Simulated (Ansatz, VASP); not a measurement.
# Two plane-wave programs on Zr2HS4

INCAR

```
PREC = Accurate ; ENCUT = 400
EDIFF = 1E-6 ; ISMEAR = 0
SIGMA = 0.05 ; LREAL = False
LASPH = True ; NELM = 120
ALGO = Normal ; ISIF = 2
LWAVE = False ; LCHARG = False
LDIPOL = True ; IDIPOL = 3
DIPOL = 0.5 0.5 0.291 ; GGA = PE
IVDW = 12 ; NBANDS = 62
GGA_COMPAT = False ; NELMDL = -8
```

KPOINTS

```
regular mesh
0
Gamma
  6 6 1
```

POSCAR

```
Zr2HS4
1.0
    7.2976778227      0.0000000000      0.0000000000
   -3.6488389114      6.3199743831      0.0000000000
    0.0000000000      0.0000000000     20.9171506047
S Zr H
8 4 2
Direct
    0.3333333333      0.1666666667      0.1912306354
    0.3333333333      0.6666666667      0.1912306354
    0.8333333333      0.1666666667      0.1912306354
    0.8333333333      0.6666666667      0.1912306354
    0.1666666667      0.3333333333      0.3306927762
    0.1666666667      0.8333333333      0.3306927762
    0.6666666667      0.3333333333      0.3306927762
    0.6666666667      0.8333333333      0.3306927762
    0.0000000000      0.0000000000      0.2609617058
    0.0000000000      0.5000000000      0.2609617058
    0.5000000000      0.0000000000      0.2609617058
    0.5000000000      0.5000000000      0.2609617058
    0.3699497052      0.7398994103      0.4741157528
    0.4633836282      0.9267672564      0.4741157528
```

Input for Ansatz:

```yaml
crystal:
  lattice:
    - [7.2976778227, 0.0, 0.0]
    - [-3.6488389114, 6.3199743831, 0.0]
    - [0.0, 0.0, 20.9171506047]
  atoms:
    - { symbol: S, position: [0.3333333333, 0.1666666667, 0.1912306354] }
    - { symbol: S, position: [0.3333333333, 0.6666666667, 0.1912306354] }
    - { symbol: S, position: [0.8333333333, 0.1666666667, 0.1912306354] }
    - { symbol: S, position: [0.8333333333, 0.6666666667, 0.1912306354] }
    - { symbol: Zr, position: [0.0, 0.0, 0.2609617058] }
    - { symbol: Zr, position: [0.0, 0.5, 0.2609617058] }
    - { symbol: Zr, position: [0.5, 0.0, 0.2609617058] }
    - { symbol: Zr, position: [0.5, 0.5, 0.2609617058] }
    - { symbol: S, position: [0.1666666667, 0.3333333333, 0.3306927762] }
    - { symbol: S, position: [0.1666666667, 0.8333333333, 0.3306927762] }
    - { symbol: S, position: [0.6666666667, 0.3333333333, 0.3306927762] }
    - { symbol: S, position: [0.6666666667, 0.8333333333, 0.3306927762] }
    - { symbol: H, position: [0.3699497052, 0.7398994103, 0.4741157528] }
    - { symbol: H, position: [0.4633836282, 0.9267672564, 0.4741157528] }
basis:
  ecutwfc: 420
kpoints:
  mp_grid: { grid: [6, 6, 1] }
hamiltonian:
  xc: pbe
  pseudopotentials: { kind: paw, azcp: { folder: soft_1 } }
  dispersion: d3bj
scf:
  occupations: { method: gaussian, width: 0.05 }
output:
  forces: true
  eigenvalues: true
  write_density: true
  write_potential: true
  elf: true
  volumetric_format: npy
efield:
  axis: 3
  dipole_correction: true
  ramp_width: 0.04
```

Alike in both runs: task single point; functional PBE; dispersion D3(BJ); k mesh 6 × 6 × 1; occupations gaussian, width 0.05 eV; no spin polarisation.

```csv
,VASP,Ansatz
version,VASP 6.6.1,Ansatz 0.2.0
potentials or method,"VASP PAW PBE potentials, release 64 (S, Zr_sv, H), cutoff 400 eV","scalar-relativistic, plane waves, PAW"
valence electrons in the cell,98,98
```

```tsv
	VASP	Ansatz	Ansatz less VASP
gap on the k mesh at the Fermi level (eV)	1.10	1.10	+0.003
least direct gap on the mesh (eV)	1.10	1.10	+0.003
rms of the force components (eV/Å)	1.020	1.018	-0.0014
```

Ansatz's warnings: xc potential rough in thin density.
